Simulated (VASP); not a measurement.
# PtAuC4N4 (P-43m) in VASP: further runs

The runs below take PtAuC4N4 through single point, with PBE.

All numbers are computed with VASP 6.6.1; they aren't measurements. Logs are shortened: lines on timing, memory, paths and dates and some standing lists are left out, and cuts for length are marked.

**1. The cell of the first run**

It takes space group P-43m (No. 215, cubic). The conventional cell has a = 5.883 Å, b = 5.883 Å, c = 5.883 Å, α = 90.00°, β = 90.00°, γ = 90.00°. Pt (site symmetry -43m) has 4 C at 1.92 Å within 2.5 Å. C (site symmetry 3m) has 1 N at 1.17 Å within 1.6 Å. Within 2.7 Å of Au (site symmetry -43m) lie 4 N at 2.01 Å. Within 1.6 Å of N (site symmetry 3m) lie 1 C at 1.17 Å.

**2. Single point, PBE**

File INCAR:

```
PREC = Accurate
ENCUT = 700
EDIFF = 1E-6
ISMEAR = 0
SIGMA = 0.1
LREAL = F
LASPH = T
NELM = 120
ALGO = Normal
ISIF = 2
LWAVE = F
LCHARG = T
GGA = PE
LELF = T
LVHAR = T
NBANDS = 48
GGA_COMPAT = F
```

File KPOINTS:

```
Automatic mesh
0
Gamma
  4 4 4
```

File POSCAR:

```
PtAuC4N4
1.0
    5.8826218900      0.0000000000      0.0000000000
    0.0000000000      5.8826218900      0.0000000000
    0.0000000000      0.0000000000      5.8826218900
Pt C Au N
1 4 1 4
Direct
    0.0000000000      0.0000000000      0.0000000000
    0.1881440800      0.1881440800      0.1881440800
    0.1881440800      0.8118559200      0.8118559200
    0.8118559200      0.1881440800      0.8118559200
    0.8118559200      0.8118559200      0.1881440800
    0.5000000000      0.5000000000      0.5000000000
    0.3029738000      0.3029738000      0.3029738000
    0.3029738000      0.6970262000      0.6970262000
    0.6970262000      0.3029738000      0.6970262000
    0.6970262000      0.6970262000      0.3029738000
```

Potentials or basis: VASP PAW PBE potentials, release 64 (Pt_sv_GW, C, Au_sv_GW, N).

Launch:

```console
cat potpaw_PBE.64/Pt_sv_GW/POTCAR potpaw_PBE.64/C/POTCAR potpaw_PBE.64/Au_sv_GW/POTCAR potpaw_PBE.64/N/POTCAR > POTCAR
mpirun -np 1 vasp_std > vasp.out
```

OUTCAR:

```text
PREC = Accurate
   ENCUT = 700
   EDIFF = 1E-6
   ISMEAR = 0
   LREAL = F
   LASPH = T
   NELM = 120
   ISIF = 2
   GGA = PE

 ion  position               nearest neighbor table
   1  0.000  0.000  0.000-   2 1.92   3 1.92   4 1.92   5 1.92
   2  0.188  0.188  0.188-   7 1.17   1 1.92
   3  0.188  0.812  0.812-   8 1.17   1 1.92
   4  0.812  0.188  0.812-   9 1.17   1 1.92
   5  0.812  0.812  0.188-  10 1.17   1 1.92
   6  0.500  0.500  0.500-   7 2.01   8 2.01   9 2.01  10 2.01
   7  0.303  0.303  0.303-   2 1.17   6 2.01
   8  0.303  0.697  0.697-   3 1.17   6 2.01
   9  0.697  0.303  0.697-   4 1.17   6 2.01
  10  0.697  0.697  0.303-   5 1.17   6 2.01

  LATTYP: Found a simple cubic cell.
 ALAT       =     5.8826218900

  Lattice vectors:

 A1 = (   5.8826218900,   0.0000000000,   0.0000000000)
 A2 = (   0.0000000000,   5.8826218900,   0.0000000000)
 A3 = (   0.0000000000,   0.0000000000,   5.8826218900)

Analysis of symmetry for initial positions (statically):
=====================================================================
 Subroutine PRICEL returns:
 Original cell was already a primitive cell.

 Routine SETGRP: Setting up the symmetry group for a
 simple cubic supercell.

 Subroutine GETGRP returns: Found 24 space group operations
 (whereof 24 operations were pure point group operations)
 out of a pool of 48 trial point group operations.

The static configuration has the point symmetry T_d .

Analysis of symmetry for dynamics (positions and initial velocities):
=====================================================================
 Subroutine PRICEL returns:
 Original cell was already a primitive cell.

 Routine SETGRP: Setting up the symmetry group for a
 simple cubic supercell.

 Subroutine GETGRP returns: Found 24 space group operations
 (whereof 24 operations were pure point group operations)
 out of a pool of 48 trial point group operations.

The dynamic configuration has the point symmetry T_d .

 Subroutine INISYM returns: Found 24 space group operations
 (whereof 24 operations are pure point group operations),
 and found     1 'primitive' translations

[... 93 lines left out ...]
   ENCUT  =  700.0 eV  51.45 Ry    7.17 a.u.  12.69 12.69 12.69*2*pi/ulx,y,z
   NELM   =    120;   NELMIN=  2; NELMDL= -5     # of ELM steps
   EDIFF  = 0.1E-05   stopping-criterion for ELM
   LREAL  =      F    real-space projection
[... 7 lines left out ...]
   TEBEG  =    0.0;   TEEND  =   0.0 temperature during run
   PSTRESS=    0.0 pullay stress
   NELECT =      73.0000    total number of electrons
   NUPDOWN=      -1.0000    fix difference up-down
   EMIN   =  10.00;   EMAX   =-10.00  energy-range for DOS
   EFERMI =   0.00;   METHOD = LEGACY
   ISMEAR =     0;   SIGMA  =   0.10  broadening in eV -4-tet -1-fermi 0-gaus
   EFERMI_NEDOS =   21; number of points for ismear=-14 and -15
   IALGO  =     38    algorithm
   IMIX   =      4    mixing-type and parameters
     AMIX     =   0.40;   BMIX     =  1.00
     AMIX_MAG =   1.60;   BMIX_MAG =  1.00
  volume/ion in A,a.u.               =      20.36       137.38
  Fermi-wavevector in a.u.,A,eV,Ry     =   1.163085  2.197912 18.405514  1.352767
  Thomas-Fermi vector in A             =   2.299639
   LORBIT       =      0    0 simple, 1 ext, 2 COOP (PROOUT), +10 PAW based schemes
   GGA     = PE    functional components
   LHFCALC =     F    Hartree Fock is set to
   AEXX    =    0.0000 exact exchange contribution
   IVDW    =     0    specifies the selected vdW correction
   LEPSILON=     F    determine dielectric tensor
   LRPA    =     F    only Hartree local field effects (RPA)
 non-spin polarized calculation
 Gauss-broadening in eV      SIGMA  =   0.10
  energy-cutoff  :      700.00
  volume of cell :      203.57
 maximum number of plane-waves:      8601
 NGX is ok and might be reduce to    54
   NGX = 25   NGY = 25   NGZ = 25

 number of electron      73.0000005 magnetization

 Free energy of the ion-electron system (eV)
  ---------------------------------------------------
  ext. energy  EPLUGINS =         0.00000000
  ---------------------------------------------------
  free energy    TOTEN  =       -69.76519393 eV

  energy without entropy =      -69.70660172  energy(sigma->0) =      -69.73589782

 E-fermi :  -0.5169     XC(G=0):  -7.6270

 val. band max:       -0.5439749529   @ k =   0.5000   0.2500   0.2500
 cond. band min:      -0.4987438659   @ k =   0.5000   0.5000   0.2500
 fundamental gap:      0.0452310870
 Fermi energy:        -0.5169234934

 k-point     1 :       0.0000    0.0000    0.0000
  band No.  band energies     occupation
      1    -106.0405      2.00000
      2    -100.2441      2.00000
      3     -57.3628      2.00000
      4     -57.3628      2.00000
      5     -57.3628      2.00000
      6     -54.3609      2.00000
[... 499 lines left out ...]
     47       5.7554      0.00000
     48       7.1957      0.00000

------------------------ aborting loop because EDIFF is reached ----------------------------------------

  FORCE on cell =-STRESS in cart. coord.  units (eV):
  Direction    XX          YY          ZZ          XY          YZ          ZX
  --------------------------------------------------------------------------------------
  -------------------------------------------------------------------------------------
  Total        9.5739377      9.5739377      9.5739377      0.0000000      0.0000000      0.0000000
  in kB       75.3508882     75.3508882     75.3508882      0.0000000      0.0000000      0.0000000
  external PRESSURE =      75.3508882 kB  Pullay stress =       0.0000000 kB

 VOLUME and BASIS-vectors are now :
 -----------------------------------------------------------------------------
  energy-cutoff  :      700.00
  volume of cell :      203.57
      direct lattice vectors                 reciprocal lattice vectors
     5.882621890  0.000000000  0.000000000     0.169992228  0.000000000  0.000000000
     0.000000000  5.882621890  0.000000000     0.000000000  0.169992228  0.000000000
     0.000000000  0.000000000  5.882621890     0.000000000  0.000000000  0.169992228

 POSITION                                       TOTAL-FORCE (eV/Angst)
 -----------------------------------------------------------------------------------
      0.00000      0.00000      0.00000         0.000000     -0.000000      0.000000
      1.10678      1.10678      1.10678        -0.113170     -0.113170     -0.113170
      1.10678      4.77584      4.77584        -0.113170      0.113170      0.113170
      4.77584      1.10678      4.77584         0.113170     -0.113170      0.113170
      4.77584      4.77584      1.10678         0.113170      0.113170     -0.113170
      2.94131      2.94131      2.94131         0.000000     -0.000000      0.000000
      1.78228      1.78228      1.78228         0.043114      0.043114      0.043114
      1.78228      4.10034      4.10034         0.043114     -0.043114     -0.043114
      4.10034      1.78228      4.10034        -0.043114      0.043114     -0.043114
      4.10034      4.10034      1.78228        -0.043114     -0.043114      0.043114
 -----------------------------------------------------------------------------------
    total drift:                               -0.000000     -0.000000      0.000000

  FREE ENERGIE OF THE ION-ELECTRON SYSTEM (eV)
  ---------------------------------------------------
  free  energy   TOTEN  =       -69.7651939335 eV

  energy  without entropy=      -69.7066017153  energy(sigma->0) =      -69.73589782
```

OSZICAR:

```text
N       E                     dE             d eps       ncg     rms          rms(c)
DAV:   1     0.960197692571E+03    0.96020E+03   -0.43811E+04  1232   0.183E+03
DAV:   2     0.613823834529E+01   -0.95406E+03   -0.91257E+03  1552   0.610E+02
DAV:   3    -0.909020029309E+02   -0.97040E+02   -0.95248E+02  1624   0.224E+02
DAV:   4    -0.937880222652E+02   -0.28860E+01   -0.27279E+01  1176   0.292E+01
[... 10 lines left out ...]
DAV:  15    -0.697652055845E+02    0.25755E-04   -0.59518E-04  1656   0.350E-01    0.107E-01
DAV:  16    -0.697651960613E+02    0.95231E-05   -0.19041E-04  1568   0.151E-01    0.430E-02
DAV:  17    -0.697651949938E+02    0.10675E-05   -0.19670E-05  1232   0.342E-02    0.561E-02
DAV:  18    -0.697651939178E+02    0.10760E-05   -0.89388E-06  1256   0.391E-02    0.115E-02
DAV:  19    -0.697651939335E+02   -0.15692E-07   -0.14781E-06   688   0.765E-03
   1 F= -.69765194E+02 E0= -.69735898E+02  d E =-.585922E-01
```

Run time: 3.6 min. Hardware: 1 thread of Intel Xeon 6975P-C (Granite Rapids), shared host; peak memory 0.5 GiB.

Results:

| Quantity | Value |
| --- | --- |
| Free energy | -69.7652 eV |
| Pressure | 7.5 GPa |
| Largest force | 0.196 eV/Å |
| Band gap on the k mesh | zero (an odd number of electrons rules out a gap without spin polarisation) |

Forces on the atoms (eV/Å):
```
Pt   0.000  0.000  0.000
C   -0.113 -0.113 -0.113
C   -0.113  0.113  0.113
C    0.113 -0.113  0.113
C    0.113  0.113 -0.113
Au   0.000  0.000  0.000
N    0.043  0.043  0.043
N    0.043 -0.043 -0.043
N   -0.043  0.043 -0.043
N   -0.043 -0.043  0.043
```

Caveat: the cell stands under pressure; spin-orbit coupling is left out, which moves the levels of the heavy elements; an odd number of electrons without spin polarisation forces a metal; a magnetic or distorted state may lie lower.

**3. Single point, PBE**

This run uses another cell than the first one, of 22.85 Å³/atom.

File INCAR:

```
SYSTEM = PtAuC4N4
PREC     = Accurate       ! precision mode
ENCUT    = 700            ! plane-wave cutoff, eV
EDIFF    = 1E-6           ! SCF threshold, eV
ISMEAR   = 0              ! smearing method
SIGMA    = 0.1            ! smearing width, eV
LREAL    = .False.        ! projectors in reciprocal space
LASPH    = .True.         ! aspherical terms in the spheres
NELM     = 120            ! most SCF steps
ALGO     = Normal         ! electronic algorithm
ISIF     = 2              ! what is computed and relaxed
LWAVE    = .False.        ! write WAVECAR
LCHARG   = .True.         ! write CHGCAR
GGA      = PE             ! functional
LELF     = .True.         ! ELF
LVHAR    = .True.       
NBANDS   = 48             ! bands
GGA_COMPAT= .False.
```

File KPOINTS:

```
Automatic mesh
0
Gamma
  4 4 4
  0 0 0
```

File POSCAR:

```
PtAuC4N4
1.0
    6.1133898290      0.0000000000      0.0000000000
    0.0000000000      6.1133898290      0.0000000000
    0.0000000000      0.0000000000      6.1133898290
Pt C Au N
1 4 1 4
Direct
    0.0000000000      0.0000000000      0.0000000000
    0.1876008890      0.1876008890      0.1876008890
    0.1876008890      0.8123991110      0.8123991110
    0.8123991110      0.1876008890      0.8123991110
    0.8123991110      0.8123991110      0.1876008890
    0.5000000000      0.5000000000      0.5000000000
    0.2988235781      0.2988235781      0.2988235781
    0.2988235781      0.7011764219      0.7011764219
    0.7011764219      0.2988235781      0.7011764219
    0.7011764219      0.7011764219      0.2988235781
```

Potentials or basis: VASP PAW PBE potentials, release 64 (Pt_sv_GW, C, Au_sv_GW, N).

Launch:

```console
cat potpaw_PBE.64/Pt_sv_GW/POTCAR potpaw_PBE.64/C/POTCAR potpaw_PBE.64/Au_sv_GW/POTCAR potpaw_PBE.64/N/POTCAR > POTCAR
mpirun -np 1 vasp_std > vasp.out
```

Run time: 9 min. Hardware: 1 thread of Intel Xeon Platinum 8259CL at 2.50GHz (Skylake/Cascade Lake), shared host; peak memory 0.52 GiB.

The run converged. Its results:

- Free energy: -70.2942 eV
- Pressure: 0.1 GPa
- Largest force: 0.253 eV/Å
- Band gap on the k mesh: zero (an odd number of electrons rules out a gap without spin polarisation)

Forces on the atoms (eV/Å):
```
Pt   0.000  0.000  0.000
C   -0.146 -0.146 -0.146
C   -0.146  0.146  0.146
C    0.146 -0.146  0.146
C    0.146  0.146 -0.146
Au   0.000  0.000  0.000
N    0.146  0.146  0.146
N    0.146 -0.146 -0.146
N   -0.146  0.146 -0.146
N   -0.146 -0.146  0.146
```

Levels at points of the mesh, in eV from the Fermi level:
| k point | band 34 | band 35 | band 36 | band 37 | band 38 | band 39 |
| --- | --- | --- | --- | --- | --- | --- |
| (0.00, 0.00, 0.00) | -0.94 | -0.94 | -0.30 | -0.30 | -0.30 | 4.86 |
| (0.50, 0.00, 0.00) | -1.30 | -0.70 | -0.09 | 0.23 | 0.23 | 4.81 |
| (0.50, 0.50, 0.00) | -1.23 | -0.72 | -0.08 | 0.18 | 0.18 | 4.89 |
| (0.50, 0.50, 0.50) | -0.88 | -0.88 | -0.24 | -0.24 | -0.24 | 5.24 |

Caveat: spin-orbit coupling is left out, which moves the levels of the heavy elements; an odd number of electrons without spin polarisation forces a metal; a magnetic or distorted state may lie lower.

The gap in the log of VASP goes by the Fermi energy; the results here count the filled bands.